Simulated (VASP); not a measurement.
Wanted: the native input for a VASP 6.6.1 run.

```yaml
Task: single point
Functional: PBE
Potentials_or_basis: VASP PAW PBE potentials, release 64 (Ge_d, N)
Cutoff: 520 eV
k_mesh: 6 × 6 × 4
Occupations: gaussian, width 0.1 eV
Spin: no spin polarisation
Dipole_correction: no
Further_INCAR_settings: ALGO = Normal; EDIFF = 1e-06; NBANDS = 48
```

The structure of GeN lies in POSCAR:

```
GeN
1.0
    1.8602344526     -4.6320111502      0.0000000000
    1.8602344526      4.6320111502      0.0000000000
    0.0000000000      0.0000000000      6.7012418005
Ge N
4 4
Direct
    0.6403023581      0.3596976419      0.7500000000
    0.3596976419      0.6403023581      0.2500000000
    0.0224615083      0.0224615083      0.5000000000
    0.9775384917      0.9775384917      0.0000000000
    0.4823282764      0.8423990292      0.7525280117
    0.5176717236      0.1576009708      0.2525280117
    0.8423990292      0.4823282764      0.2474719883
    0.1576009708      0.5176717236      0.7474719883
```

The cell was generated, and may not be a known phase.

The input as run:

INCAR

```
SYSTEM = GeN
ALGO     = Normal         ! electronic algorithm
EDIFF    = 1E-6           ! SCF threshold, eV
ENCUT    = 520            ! plane-wave cutoff, eV
GGA      = PE             ! functional
ISIF     = 2              ! what is computed and relaxed
ISMEAR   = 0              ! smearing method
LASPH    = .True.         ! aspherical terms in the spheres
LCHARG   = .False.        ! write CHGCAR
LREAL    = .False.        ! projectors in reciprocal space
LWAVE    = .False.        ! write WAVECAR
NBANDS   = 48             ! bands
NELM     = 60             ! most SCF steps
PREC     = Accurate       ! precision mode
SIGMA    = 0.1            ! smearing width, eV
```

KPOINTS

```
k-points
0
Gamma
  6 6 4
  0 0 0
```

Potentials or basis: VASP PAW PBE potentials, release 64 (Ge_d, N).

Command:

```sh
$ cat potpaw_PBE.64/Ge_d/POTCAR potpaw_PBE.64/N/POTCAR > POTCAR
$ mpirun -np 1 vasp_std > vasp.out
```

It gave:

```
Pressure               : 0.2 GPa
Largest force          : 0.342 eV/Å
Band gap on the k mesh : zero (bands 38 and 39 overlap by 1.98 eV)
```

Caveat: the standard files for N, O and F lose accuracy on very short bonds.

It took 2.6 min on 1 thread of Intel(R) Xeon(R) 6975P-C (Granite Rapids), with other jobs on the host, peak memory 0.35 GiB.
